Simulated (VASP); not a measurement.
# NaI in VASP: single point with r2SCAN

Aim: the single point of NaI with r2SCAN.

Everything below comes from runs of VASP 6.6.1. Logs are shortened: lines on timing, memory, paths and dates and some standing lists are left out, and cuts for length are marked.

**1. The cell of the first run**

The typed cell holds 8 atoms: a = 4.574 Å, b = 7.910 Å, c = 7.909 Å, α = 109.48°, β = 90.00°, γ = 90.00°.

**2. Single point, r2SCAN**

POSCAR

```
NaI
1.0
    4.5739525397     -0.0001223555      0.0000531847
   -0.0003119551      7.9099745975      0.0387576603
    0.0001614172     -2.6744396518      7.4429890067
Na I
4 4
Direct
    0.0274050869      0.7530479653      0.2526639783
    0.5275892427      0.7533470679      0.7529194467
    0.0273235795      0.2530856220      0.7526755208
    0.5275956222      0.2533258676      0.2529272926
    0.5274070467      0.5030875404      1.0027023996
    0.0275627740      0.5032386574      0.5028597452
    0.0275406154      1.0032205340      0.0028712982
    0.5274040327      0.0030867454      0.5027093185
```

INCAR.step1

```
PREC = Accurate
ENCUT = 520
ISMEAR = -1
SIGMA = 0.1
LREAL = F
LASPH = T
NELM = 100
NBANDS = 38
GGA = PE
ALGO = Normal
EDIFF = 1E-4
LWAVE = T
LCHARG = F
```

INCAR.step2

```
PREC = Accurate
ENCUT = 520
EDIFF = 1E-7
ISMEAR = -1
SIGMA = 0.1
LREAL = F
LASPH = T
NELM = 100
ALGO = Normal
ISIF = 2
LWAVE = F
LCHARG = F
METAGGA = R2SCAN
LMIXTAU = T
NBANDS = 38
ISTART = 1
```

KPOINTS

```
Automatic mesh
0
Gamma
  4 3 3
  0 0.5 0.5
```

Potentials or basis: VASP PAW PBE potentials, release 64 (Na_pv, I).

On the command line:

```bash
> cat potpaw_PBE.64/Na_pv/POTCAR potpaw_PBE.64/I/POTCAR > POTCAR
> cp INCAR.step1 INCAR
> mpirun -np 1 vasp_std > vasp.out
> cp INCAR.step2 INCAR
> mpirun -np 1 vasp_std > vasp.out
```

OUTCAR:

```text
PREC = Accurate
   ENCUT = 520
   EDIFF = 1E-7
   ISMEAR = -1
   LREAL = F
   LASPH = T
   NELM = 100
   ISIF = 2
   METAGGA = R2SCAN
   ISTART = 1

 ion  position               nearest neighbor table
   1  0.027  0.753  0.253-
   2  0.528  0.753  0.753-
   3  0.027  0.253  0.753-
   4  0.528  0.253  0.253-
   5  0.527  0.503  0.003-
   6  0.028  0.503  0.503-
   7  0.028  0.003  0.003-
   8  0.527  0.003  0.503-

  LATTYP: Found a triclinic cell.
 ALAT       =     7.9100695564
 B/A-ratio  =     0.9998522522
 C/A-ratio  =     0.5782442884
 COS(alpha) =     0.0000403981
 COS(beta)  =     0.0000661309
 COS(gamma) =     0.3335404671

  Lattice vectors:

 A1 = (  -0.0003119551,   7.9099745975,   0.0387576603)
 A2 = (  -0.0001614172,   2.6744396518,  -7.4429890067)
 A3 = (  -4.5739525397,   0.0001223555,  -0.0000531847)

Analysis of symmetry for initial positions (statically):
=====================================================================
 Subroutine PRICEL returns:
 Original cell was already a primitive cell.

 Routine SETGRP: Setting up the symmetry group for a
 triclinic supercell.

 Subroutine GETGRP returns: Found  1 space group operations
 (whereof  1 operations were pure point group operations)
 out of a pool of  2 trial point group operations.

The static configuration has the point symmetry C_1 .

Analysis of symmetry for dynamics (positions and initial velocities):
=====================================================================
 Subroutine PRICEL returns:
 Original cell was already a primitive cell.

 Routine SETGRP: Setting up the symmetry group for a
 triclinic supercell.

 Subroutine GETGRP returns: Found  1 space group operations
 (whereof  1 operations were pure point group operations)
 out of a pool of  2 trial point group operations.

The dynamic configuration has the point symmetry C_1 .

 Subroutine INISYM returns: Found  1 space group operations
 (whereof  1 operations are pure point group operations),
[... 97 lines left out ...]
   LNONCOLLINEAR =      F non collinear calculations
   LSORBIT =      F    spin-orbit coupling
   LASPH  =      T    aspherical Exc in radial PAW
   ENCUT  =  520.0 eV  38.22 Ry    6.18 a.u.   8.50 14.71 14.71*2*pi/ulx,y,z
   NELM   =    100;   NELMIN=  2; NELMDL=  0     # of ELM steps
   EDIFF  = 0.1E-06   stopping-criterion for ELM
   LREAL  =      F    real-space projection
   EDIFFG = 0.1E-05   stopping-criterion for IOM
   NSW    =      0    number of steps for IOM
   IBRION =     -1    ionic relax: 0-MD 1-quasi-New 2-CG
   NFREE  =      0    steps in history (QN), initial steepest desc. (CG)
   ISIF   =      2    stress and relaxation
   ISYM   =      2    0-nonsym 1-usesym 2-fastsym
   POTIM  = 0.5000    time-step for ionic-motion
   TEBEG  =    0.0;   TEEND  =   0.0 temperature during run
   PSTRESS=    0.0 pullay stress
   NELECT =      56.0000    total number of electrons
   NUPDOWN=      -1.0000    fix difference up-down
   EMIN   =  10.00;   EMAX   =-10.00  energy-range for DOS
   EFERMI =   0.00;   METHOD = LEGACY
   ISMEAR =    -1;   SIGMA  =   0.10  broadening in eV -4-tet -1-fermi 0-gaus
   EFERMI_NEDOS =   21; number of points for ismear=-14 and -15
   IALGO  =     38    algorithm
   IMIX   =      4    mixing-type and parameters
     AMIX     =   0.40;   BMIX     =  1.00
     AMIX_MAG =   1.60;   BMIX_MAG =  1.00
  volume/ion in A,a.u.               =      33.72       227.55
  Fermi-wavevector in a.u.,A,eV,Ry     =   0.969344  1.831795 12.784425  0.939629
  Thomas-Fermi vector in A             =   2.099389
   LORBIT       =      0    0 simple, 1 ext, 2 COOP (PROOUT), +10 PAW based schemes
   METAGGA = R2SCAN    functional components
   LHFCALC =     F    Hartree Fock is set to
   AEXX    =    0.0000 exact exchange contribution
   IVDW    =     0    specifies the selected vdW correction
   LEPSILON=     F    determine dielectric tensor
   LRPA    =     F    only Hartree local field effects (RPA)
 non-spin polarized calculation
  energy-cutoff  :      520.00
  volume of cell :      269.76
 maximum number of plane-waves:      7293
 NGX is ok and might be reduce to    36
   NGX = 17   NGY = 29   NGZ = 29

 number of electron      56.0000027 magnetization

 Free energy of the ion-electron system (eV)
  ---------------------------------------------------
  ext. energy  EPLUGINS =         0.00000000
  ---------------------------------------------------
  free energy    TOTEN  =      -124.34114365 eV

  energy without entropy =     -124.34114365  energy(sigma->0) =     -124.34114365

 E-fermi :   2.8380     XC(G=0):  -8.0915

 val. band max:        0.4850145088   @ k =  -0.0000   0.1667   0.1667
 cond. band min:       5.3012140081   @ k =   0.0000  -0.1667   0.1667
 fundamental gap:      4.8161994993
 Fermi energy:         2.8380229025

 k-point     1 :      -0.0000    0.1667    0.1667
  band No.  band energies     occupation
      1     -22.7329      2.00000
      2     -22.7328      2.00000
      3     -22.7317      2.00000
      4     -22.7306      2.00000
      5     -22.7297      2.00000
      6     -22.7292      2.00000
[... 768 lines left out ...]
     37       8.5973      0.00000
     38       8.5975      0.00000

------------------------ aborting loop because EDIFF is reached ----------------------------------------

  FORCE on cell =-STRESS in cart. coord.  units (eV):
  Direction    XX          YY          ZZ          XY          YZ          ZX
  --------------------------------------------------------------------------------------
  -------------------------------------------------------------------------------------
  Total       -0.1246505     -0.0906401     -0.1139549      0.0030866     -0.0047508     -0.0010875
  in kB       -0.7403318     -0.5383353     -0.6768081      0.0183320     -0.0282165     -0.0064588
  external PRESSURE =      -0.6518251 kB  Pullay stress =       0.0000000 kB

 VOLUME and BASIS-vectors are now :
 -----------------------------------------------------------------------------
  energy-cutoff  :      520.00
  volume of cell :      269.76
      direct lattice vectors                 reciprocal lattice vectors
     4.573952540 -0.000122355  0.000053185     0.218629291  0.000008630 -0.000001640
    -0.000311955  7.909974597  0.038757660     0.000002849  0.126200464  0.045346772
     0.000161417 -2.674439652  7.442989007    -0.000001577 -0.000657160  0.134118493

 POSITION                                       TOTAL-FORCE (eV/Angst)
 -----------------------------------------------------------------------------------
      0.12516      5.28085      1.90976        -0.000218     -0.005513     -0.003363
      2.41305      3.94525      5.63320        -0.000862     -0.007141     -0.005908
      0.12502     -0.01109      5.61197        -0.000130     -0.006068     -0.003374
      2.41316      1.32730      1.89238        -0.000828     -0.006843     -0.006215
      2.41218      3.97212      0.03964         0.000623      0.006335      0.004905
      0.12600      2.63573      3.76229         0.000323      0.006213      0.004574
      0.12597      0.01779      0.02150         0.000448      0.006541      0.004477
      2.41240     -1.32011      3.74181         0.000644      0.006476      0.004905
 -----------------------------------------------------------------------------------
    total drift:                               -0.004254     -0.048677     -0.037351

  FREE ENERGIE OF THE ION-ELECTRON SYSTEM (eV)
  ---------------------------------------------------
  free  energy   TOTEN  =      -124.3411436538 eV

  energy  without entropy=     -124.3411436537  energy(sigma->0) =     -124.34114365
```

OUTCAR.step1:

```text
PREC = Accurate
   ENCUT = 520
   ISMEAR = -1
   LREAL = F
   LASPH = T
[... 1019 lines left out ...]
      2.41218      3.97212      0.03964         0.000041     -0.000026     -0.000251
      0.12600      2.63573      3.76229        -0.000147     -0.000010     -0.000408
      0.12597      0.01779      0.02150         0.000037      0.000318     -0.000489
      2.41240     -1.32011      3.74181         0.000066      0.000157     -0.000250
 -----------------------------------------------------------------------------------
    total drift:                                0.000170      0.001454      0.003471

  FREE ENERGIE OF THE ION-ELECTRON SYSTEM (eV)
  ---------------------------------------------------
  free  energy   TOTEN  =       -21.5324387143 eV

  energy  without entropy=      -21.5324387116  energy(sigma->0) =      -21.53243871
```

It took 7.3 min on 1 thread of Intel Xeon Platinum 8559C (Emerald Rapids), shared host; peak memory 0.44 GiB.

What came out:

```
Free energy            : -124.3411 eV
Pressure               : -0.1 GPa
Largest force          : 0.009 eV/Å
Band gap on the k mesh : 4.82 eV
```

Forces in eV/Å, atoms in the order of the input:
```
Na   0.000 -0.006 -0.003
Na  -0.001 -0.007 -0.006
Na   0.000 -0.006 -0.003
Na  -0.001 -0.007 -0.006
I    0.001  0.006  0.005
I    0.000  0.006  0.005
I    0.000  0.007  0.004
I    0.001  0.006  0.005
```

Levels at points of the mesh, in eV from the valence-band top:
```csv
k point,band 26,band 27,band 28,band 29,band 30,band 31
"(0.00, 0.50, 0.50)",-0.38,-0.28,-0.28,6.10,6.10,6.87
"(0.50, 0.50, 0.50)",-0.27,-0.26,-0.26,5.26,5.26,5.73
```

Caveat: the PAW data sets were made with another functional, which shifts forces and pressure a little; spin-orbit coupling is left out, which moves the levels of the heavy elements. r2SCAN opens gaps a little over a GGA but as a rule still falls short of measured ones.
